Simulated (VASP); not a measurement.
Write the native input for VASP 6.6.1 that does the following.

```
Task                   : single point
Functional             : LDA
Potentials or basis    : VASP PAW LDA potentials, release 64 (C, N)
Cutoff                 : 520 eV
k mesh                 : 6 × 6 × 6
Occupations            : gaussian, width 0.01 eV
Spin                   : no spin polarisation
Dipole correction      : no
Further INCAR settings : ALGO = Normal; EDIFF = 1e-07; NBANDS = 25
```

The structure of C3N4 lies in POSCAR:

```
C3N4
1.0
    3.4567600000      0.0000000000      0.0000000000
    0.0000000000      3.4567600000      0.0000000000
    0.0000000000      0.0000000000      3.4567600000
C N
3 4
Direct
    0.0000000000      0.0000000000      0.5000000000
    0.5000000000      0.0000000000      0.0000000000
    0.0000000000      0.5000000000      0.0000000000
    0.2456900000      0.2456900000      0.7543100000
    0.7543100000      0.7543100000      0.7543100000
    0.2456900000      0.7543100000      0.2456900000
    0.7543100000      0.2456900000      0.2456900000
```

These files were run (other wordings do the same):

INCAR

```
ALGO = Normal
EDIFF = 1E-7
ENCUT = 520
GGA = CA
ISIF = 2
ISMEAR = 0
LASPH = T
LCHARG = F
LREAL = F
LWAVE = F
NBANDS = 25
NELM = 80
PREC = Accurate
SIGMA = 0.01
```

KPOINTS

```
k-points
0
Gamma
  6 6 6
```

Potentials or basis: VASP PAW LDA potentials, release 64 (C, N).

Launch:

```sh
$ cat potpaw_LDA.64/C/POTCAR potpaw_LDA.64/N/POTCAR > POTCAR
$ mpirun -np 1 vasp_std > vasp.out
```

Results of the run:

```json
{
  "Pressure": "-16.2 GPa",
  "Largest force": "0.322 eV/Å",
  "Band gap on the k mesh": "2.38 eV, direct"
}
```

Wall time 27 s on 1 thread of Intel Xeon 6975P-C, with other jobs on the host, peak memory 0.14 GiB.
